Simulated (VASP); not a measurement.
# SrY3 (Pm-3m) in VASP: a series of runs

The runs below take SrY3 through single point, with PBE.

Program: VASP 6.6.1. These are calculated values, not measurements. Logs are shortened: lines on timing, memory, paths and dates and some standing lists are left out, and cuts for length are marked.

### Step 1. The cell of the first run

The structure is cubic, space group Pm-3m (No. 221). Conventional cell: a = 4.794 Å, b = 4.794 Å, c = 4.794 Å, α = 90.00°, β = 90.00°, γ = 90.00°. Sr (site symmetry m-3m) has 12 Y at 3.39 Å within 4.5 Å. Y (site symmetry 4/mmm) has 4 Sr at 3.39 Å and 8 Y at 3.39 Å within 4.5 Å.

### Step 2. Single point, PBE

INCAR

```
PREC = Accurate
ENCUT = 520
EDIFF = 1E-7
ISMEAR = 0
SIGMA = 0.1
LREAL = F
LASPH = T
NELM = 60
ALGO = Normal
ISIF = 2
LWAVE = F
LCHARG = F
GGA = PE
NBANDS = 30
```

KPOINTS

```
regular mesh
0
Gamma
  4 4 4
```

POSCAR

```
SrY3
1.0
    4.7939590807      0.0000000000      0.0000000000
    0.0000000000      4.7939590807      0.0000000000
    0.0000000000      0.0000000000      4.7939590807
Sr Y
1 3
Direct
    0.0000000000      0.0000000000      0.0000000000
    0.0000000000      0.5000000000      0.5000000000
    0.5000000000      0.0000000000      0.5000000000
    0.5000000000      0.5000000000      0.0000000000
```

Potentials or basis: VASP PAW PBE potentials, release 64 (Sr_sv, Y_sv).

Command:

```sh
cat potpaw_PBE.64/Sr_sv/POTCAR potpaw_PBE.64/Y_sv/POTCAR > POTCAR
mpirun -np 1 vasp_std > vasp.out
```

OUTCAR:

```text
PREC = Accurate
   ENCUT = 520
   EDIFF = 1E-7
   ISMEAR = 0
   LREAL = F
   LASPH = T
   NELM = 60
   ISIF = 2
   GGA = PE

 ion  position               nearest neighbor table
   1  0.000  0.000  0.000-   2 3.39   3 3.39   4 3.39   2 3.39   3 3.39   2 3.39   4 3.39   2 3.39
                             3 3.39   4 3.39   3 3.39   4 3.39
   2  0.000  0.500  0.500-   1 3.39   3 3.39   4 3.39   1 3.39   4 3.39   1 3.39   3 3.39   1 3.39
                             3 3.39   4 3.39   4 3.39   3 3.39
   3  0.500  0.000  0.500-   1 3.39   2 3.39   4 3.39   1 3.39   4 3.39   2 3.39   4 3.39   4 3.39
                             1 3.39   2 3.39   1 3.39   2 3.39
   4  0.500  0.500  0.000-   1 3.39   2 3.39   3 3.39   2 3.39   3 3.39   1 3.39   3 3.39   3 3.39
                             1 3.39   2 3.39   2 3.39   1 3.39

  LATTYP: Found a simple cubic cell.
 ALAT       =     4.7939590807

  Lattice vectors:

 A1 = (   4.7939590807,   0.0000000000,   0.0000000000)
 A2 = (   0.0000000000,   4.7939590807,   0.0000000000)
 A3 = (   0.0000000000,   0.0000000000,   4.7939590807)

Analysis of symmetry for initial positions (statically):
=====================================================================
 Subroutine PRICEL returns:
 Original cell was already a primitive cell.

 Routine SETGRP: Setting up the symmetry group for a
 simple cubic supercell.

 Subroutine GETGRP returns: Found 48 space group operations
 (whereof 48 operations were pure point group operations)
 out of a pool of 48 trial point group operations.

The static configuration has the point symmetry O_h .

Analysis of symmetry for dynamics (positions and initial velocities):
=====================================================================
 Subroutine PRICEL returns:
 Original cell was already a primitive cell.

 Routine SETGRP: Setting up the symmetry group for a
 simple cubic supercell.

 Subroutine GETGRP returns: Found 48 space group operations
 (whereof 48 operations were pure point group operations)
 out of a pool of 48 trial point group operations.

The dynamic configuration has the point symmetry O_h .

 Subroutine INISYM returns: Found 48 space group operations
 (whereof 48 operations are pure point group operations),
 and found     1 'primitive' translations

----------------------------------------------------------------------------------------

                                     Primitive cell

  volume of cell :     110.1750

  direct lattice vectors                    reciprocal lattice vectors
     4.793959081  0.000000000  0.000000000     0.208595856  0.000000000  0.000000000
     0.000000000  4.793959081  0.000000000     0.000000000  0.208595856  0.000000000
     0.000000000  0.000000000  4.793959081     0.000000000  0.000000000  0.208595856

  length of vectors
     4.793959081  4.793959081  4.793959081     0.208595856  0.208595856  0.208595856

  position of ions in fractional coordinates (direct lattice)
     0.000000000  0.000000000  0.000000000
     0.000000000  0.500000000  0.500000000
     0.500000000  0.000000000  0.500000000
     0.500000000  0.500000000  0.000000000

  ion indices of the primitive-cell ions
   primitive index   ion index
                 1           1
                 2           2
                 3           3
                 4           4

----------------------------------------------------------------------------------------

 KPOINTS: regular mesh

Automatic generation of k-mesh.
 Grid dimensions read from file:
 generate k-points for:    4    4    4

 Generating k-lattice:

  Cartesian coordinates                     Fractional coordinates (reciprocal lattice)
     0.052148964  0.000000000  0.000000000     0.250000000  0.000000000  0.000000000
     0.000000000  0.052148964  0.000000000     0.000000000  0.250000000  0.000000000
     0.000000000  0.000000000  0.052148964     0.000000000  0.000000000  0.250000000

  Length of vectors
     0.052148964  0.052148964  0.052148964

  Shift w.r.t. Gamma in fractional coordinates (k-lattice)
     0.000000000  0.000000000  0.000000000

 Subroutine IBZKPT returns following result:
 ===========================================

 Found     10 irreducible k-points:

 Following reciprocal coordinates:
            Coordinates               Weight
  0.000000  0.000000  0.000000      1.000000
  0.250000  0.000000  0.000000      6.000000
  0.500000  0.000000  0.000000      3.000000
  0.250000  0.250000  0.000000     12.000000
  0.500000  0.250000  0.000000     12.000000
  0.500000  0.500000  0.000000      3.000000
  0.250000  0.250000  0.250000      8.000000
  0.500000  0.250000  0.250000     12.000000
  0.500000  0.500000  0.250000      6.000000
  0.500000  0.500000  0.500000      1.000000
   k-points           NKPTS =     10   k-points in BZ     NKDIM =     10   number of bands    NBANDS=     30
   number of dos      NEDOS =    301   number of ions     NIONS =      4
   total plane-waves  NPLWV =  46656
   dimension x,y,z NGX =    36 NGY =   36 NGZ =   36
   dimension x,y,z NGXF=    72 NGYF=   72 NGZF=   72
   ions per type =               1   3
   NGX,Y,Z   is equivalent  to a cutoff of  12.48, 12.48, 12.48 a.u.
   NGXF,Y,Z  is equivalent  to a cutoff of  24.97, 24.97, 24.97 a.u.
 SYSTEM =  unknown system
   PREC   = accura    normal or accurate (medium, high low for compatibility)
   ISTART =      0    job   : 0-new  1-cont  2-samecut
   ICHARG =      2    charge: 1-file 2-atom 10-const
   ISPIN  =      1    spin polarized calculation?
   LNONCOLLINEAR =      F non collinear calculations
   LSORBIT =      F    spin-orbit coupling
   LASPH  =      T    aspherical Exc in radial PAW
   ENCUT  =  520.0 eV  38.22 Ry    6.18 a.u.   8.91  8.91  8.91*2*pi/ulx,y,z
   NELM   =     60;   NELMIN=  2; NELMDL= -5     # of ELM steps
   EDIFF  = 0.1E-06   stopping-criterion for ELM
   LREAL  =      F    real-space projection
   EDIFFG = 0.1E-05   stopping-criterion for IOM
   NSW    =      0    number of steps for IOM
   IBRION =     -1    ionic relax: 0-MD 1-quasi-New 2-CG
   NFREE  =      0    steps in history (QN), initial steepest desc. (CG)
   ISIF   =      2    stress and relaxation
   ISYM   =      2    0-nonsym 1-usesym 2-fastsym
   POTIM  = 0.5000    time-step for ionic-motion
   TEBEG  =    0.0;   TEEND  =   0.0 temperature during run
   PSTRESS=    0.0 pullay stress
   NELECT =      43.0000    total number of electrons
   NUPDOWN=      -1.0000    fix difference up-down
   EMIN   =  10.00;   EMAX   =-10.00  energy-range for DOS
   EFERMI =   0.00;   METHOD = LEGACY
   ISMEAR =     0;   SIGMA  =   0.10  broadening in eV -4-tet -1-fermi 0-gaus
   EFERMI_NEDOS =   21; number of points for ismear=-14 and -15
   IALGO  =     38    algorithm
   IMIX   =      4    mixing-type and parameters
     AMIX     =   0.40;   BMIX     =  1.00
     AMIX_MAG =   1.60;   BMIX_MAG =  1.00
  volume/ion in A,a.u.               =      27.54       185.87
  Fermi-wavevector in a.u.,A,eV,Ry     =   1.196382  2.260835 19.474436  1.431331
  Thomas-Fermi vector in A             =   2.332324
   LORBIT       =      0    0 simple, 1 ext, 2 COOP (PROOUT), +10 PAW based schemes
   GGA     = PE    functional components
   LHFCALC =     F    Hartree Fock is set to
   AEXX    =    0.0000 exact exchange contribution
   IVDW    =     0    specifies the selected vdW correction
   LEPSILON=     F    determine dielectric tensor
   LRPA    =     F    only Hartree local field effects (RPA)
 non-spin polarized calculation
 Gauss-broadening in eV      SIGMA  =   0.10
  energy-cutoff  :      520.00
  volume of cell :      110.17
 maximum number of plane-waves:      3016
 NGX is ok and might be reduce to    36
   NGX = 17   NGY = 17   NGZ = 17

 number of electron      43.0000006 magnetization

 Free energy of the ion-electron system (eV)
  ---------------------------------------------------
  ext. energy  EPLUGINS =         0.00000000
  ---------------------------------------------------
  free energy    TOTEN  =       -19.04793457 eV

  energy without entropy =      -19.00599323  energy(sigma->0) =      -19.02696390

 E-fermi :   4.0254     XC(G=0): -10.0468

 val. band max:        3.9645639230   @ k =   0.5000   0.0000   0.0000
 cond. band min:       4.0281035141   @ k =   0.5000   0.2500   0.2500
 fundamental gap:      0.0635395912
 Fermi energy:         4.0254408310

 k-point     1 :       0.0000    0.0000    0.0000
  band No.  band energies     occupation
      1     -38.3046      2.00000
      2     -38.1713      2.00000
      3     -38.1713      2.00000
      4     -30.7442      2.00000
      5     -18.6426      2.00000
      6     -18.6426      2.00000
[... 22 lines left out ...]
     29       7.3686      0.00000
     30       8.7135      0.00000

 k-point     2 :       0.2500    0.0000    0.0000
  band No.  band energies     occupation
      1     -38.2874      2.00000
      2     -38.1882      2.00000
      3     -38.1711      2.00000
      4     -30.7449      2.00000
      5     -18.5865      2.00000
      6     -18.5865      2.00000
[... 22 lines left out ...]
     29       6.7051      0.00000
     30       7.7444      0.00000

 k-point     3 :       0.5000    0.0000    0.0000
  band No.  band energies     occupation
      1     -38.2597      2.00000
      2     -38.2158      2.00000
      3     -38.1709      2.00000
      4     -30.7457      2.00000
      5     -18.5042      2.00000
      6     -18.5042      2.00000
[... 22 lines left out ...]
     29       6.9723      0.00000
     30       7.4476      0.00000

 k-point     4 :       0.2500    0.2500    0.0000
  band No.  band energies     occupation
      1     -38.2723      2.00000
      2     -38.1932      2.00000
      3     -38.1807      2.00000
      4     -30.7452      2.00000
      5     -18.6060      2.00000
      6     -18.5295      2.00000
[... 154 lines left out ...]
     29       6.6108      0.00000
     30       6.7656      0.00000

 k-point     9 :       0.5000    0.5000    0.2500
  band No.  band energies     occupation
      1     -38.2148      2.00000
      2     -38.2148      2.00000
      3     -38.2148      2.00000
      4     -30.7441      2.00000
      5     -18.7031      2.00000
      6     -18.6222      2.00000
[... 22 lines left out ...]
     29       6.0399      0.00000
     30       6.4073      0.00000

 k-point    10 :       0.5000    0.5000    0.5000
  band No.  band energies     occupation
      1     -38.2145      2.00000
      2     -38.2145      2.00000
      3     -38.2145      2.00000
      4     -30.7429      2.00000
      5     -18.8060      2.00000
      6     -18.6396      2.00000
[... 22 lines left out ...]
     29       6.0849      0.00000
     30       6.0849      0.00000

------------------------ aborting loop because EDIFF is reached ----------------------------------------

  FORCE on cell =-STRESS in cart. coord.  units (eV):
  Direction    XX          YY          ZZ          XY          YZ          ZX
  --------------------------------------------------------------------------------------
  -------------------------------------------------------------------------------------
  Total        8.1205752      8.1205752      8.1205752     -0.0000000      0.0000000     -0.0000000
  in kB      118.0903494    118.0903494    118.0903494     -0.0000000      0.0000000     -0.0000000
  external PRESSURE =     118.0903494 kB  Pullay stress =       0.0000000 kB

 VOLUME and BASIS-vectors are now :
 -----------------------------------------------------------------------------
  energy-cutoff  :      520.00
  volume of cell :      110.17
      direct lattice vectors                 reciprocal lattice vectors
     4.793959081  0.000000000  0.000000000     0.208595856  0.000000000  0.000000000
     0.000000000  4.793959081  0.000000000     0.000000000  0.208595856  0.000000000
     0.000000000  0.000000000  4.793959081     0.000000000  0.000000000  0.208595856

 POSITION                                       TOTAL-FORCE (eV/Angst)
 -----------------------------------------------------------------------------------
      0.00000      0.00000      0.00000         0.000000      0.000000      0.000000
      0.00000      2.39698      2.39698         0.000000      0.000000      0.000000
      2.39698      0.00000      2.39698         0.000000      0.000000      0.000000
      2.39698      2.39698      0.00000         0.000000      0.000000      0.000000
 -----------------------------------------------------------------------------------
    total drift:                                0.000000      0.000000      0.000000

  FREE ENERGIE OF THE ION-ELECTRON SYSTEM (eV)
  ---------------------------------------------------
  free  energy   TOTEN  =       -19.0479345684 eV

  energy  without entropy=      -19.0059932299  energy(sigma->0) =      -19.02696390
```

Run time: 23 s. Hardware: 1 thread of Intel Xeon 6975P-C (Granite Rapids), shared host; peak memory 0.22 GiB.

What came out:

| Quantity | Value |
| --- | --- |
| Free energy | -19.0479 eV |
| Pressure | 11.8 GPa |
| Band gap on the k mesh | zero (an odd number of electrons rules out a gap without spin polarisation) |

Caveat: the cell stands under pressure.

### Step 3. Single point, PBE

This run uses another cell than the first one, of 35.94 Å³/atom.

INCAR

```
PREC = Accurate ; ENCUT = 520
EDIFF = 1E-7 ; ISMEAR = 0
SIGMA = 0.1 ; LREAL = False
LASPH = True ; NELM = 100
ALGO = Normal ; ISIF = 2
LWAVE = False ; LCHARG = False
GGA = PE ; NBANDS = 30
```

KPOINTS is that of step 2.

POSCAR

```
SrY3
1.0
    5.2386169096      0.0000000000      0.0000000000
    0.0000000000      5.2386169096      0.0000000000
    0.0000000000      0.0000000000      5.2386169096
Sr Y
1 3
Direct
    0.0000000000      0.0000000000      0.0000000000
    0.0000000000      0.5000000000      0.5000000000
    0.5000000000      0.0000000000      0.5000000000
    0.5000000000      0.5000000000      0.0000000000
```

Potentials or basis: VASP PAW PBE potentials, release 64 (Sr_sv, Y_sv).

Command:

```sh
cat potpaw_PBE.64/Sr_sv/POTCAR potpaw_PBE.64/Y_sv/POTCAR > POTCAR
mpirun -np 1 vasp_std > vasp.out
```

Run time: 33 s. Hardware: 1 thread of Intel Xeon 6975P-C (Granite Rapids), shared host; peak memory 0.26 GiB.

The run converged. Its results:

```yaml
Free_energy: -20.0989 eV
Pressure: 0.1 GPa
Band_gap_on_the_k_mesh: zero (an odd number of electrons rules out a gap without spin polarisation)
```

Levels at points of the mesh, in eV from the Fermi level:
```tsv
k point	band 16	band 17	band 18	band 19	band 20	band 21	band 22	band 23	band 24	band 25
(0.00, 0.00, 0.00)	-17.25	-4.44	-1.45	-1.45	-1.40	-0.57	-0.57	-0.57	1.93	1.93
(0.50, 0.00, 0.00)	-17.25	-2.85	-2.66	-0.58	-0.44	0.16	0.33	0.33	0.45	0.45
(0.50, 0.50, 0.00)	-17.26	-1.58	-1.53	-1.53	-1.21	0.23	0.52	0.58	0.58	0.59
(0.50, 0.50, 0.50)	-17.26	-1.79	-1.79	-1.79	-1.44	0.38	0.67	0.67	0.67	1.40
```
